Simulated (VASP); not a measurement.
Runs of VASP 6.6.1 on FeSi. The structure is that of space group P2_13 (No. 198), or close to it. The cells are those of the table. 

| task | cell | k mesh | cutoff (eV) | smearing | gap on the mesh (eV) | pressure (GPa) | relaxed volume (Å³/atom) | largest force (eV/Å) |
| --- | --- | --- | --- | --- | --- | --- | --- | --- |
| single point | a = 4.551 Å, 8 atoms | 4 × 4 × 4 | 520 | gaussian 0.1 eV | 0.14 | -13.6 | - | (a) |
| relaxation of cell and atoms | relaxed from a = 4.448 Å, 8 atoms | 8 × 8 × 8 | 600 | gaussian 0.01 eV | 0.16 | 0.0 | 11.00 | - |
| relaxation of cell and atoms | relaxed from a = 4.551 Å, 8 atoms | 4 × 4 × 4 | 600 | gaussian 0.1 eV | 0.17 | 0.1 | 11.00 | 0.02 |
| relaxation of the atoms | atoms relaxed from a = 4.357 Å, 8 atoms | 8 × 8 × 8 | 520 | gaussian 0.01 eV | 0.15 | 15.8 | - | - |
| single point | a = 4.448 Å, 8 atoms | 8 × 8 × 8 | 520 | gaussian 0.01 eV | 0.16 | 0.2 | - | 0.04 |
| single point | a = 4.449 Å, 8 atoms | 4 × 4 × 4 | 520 | gaussian 0.1 eV | 0.17 | 0.2 | - | (b) |
| electric field gradients | a = 4.448 Å, 8 atoms | 8 × 8 × 8 | 520 | gaussian 0.01 eV | 0.16 | 0.2 | - | 0.04 |

Alike in all rows: level PBE; potentials or basis VASP PAW PBE potentials, release 64 (Fe, Si); no spin polarisation.

Question: Estimate the missing entries.

Answer: (a) 0.26; (b) 0.09.

Caveats: the relaxation stopped at a loose force limit of 0.05 eV/Å, so its end isn't a converged minimum (some runs).

A k mesh can miss the band edges.
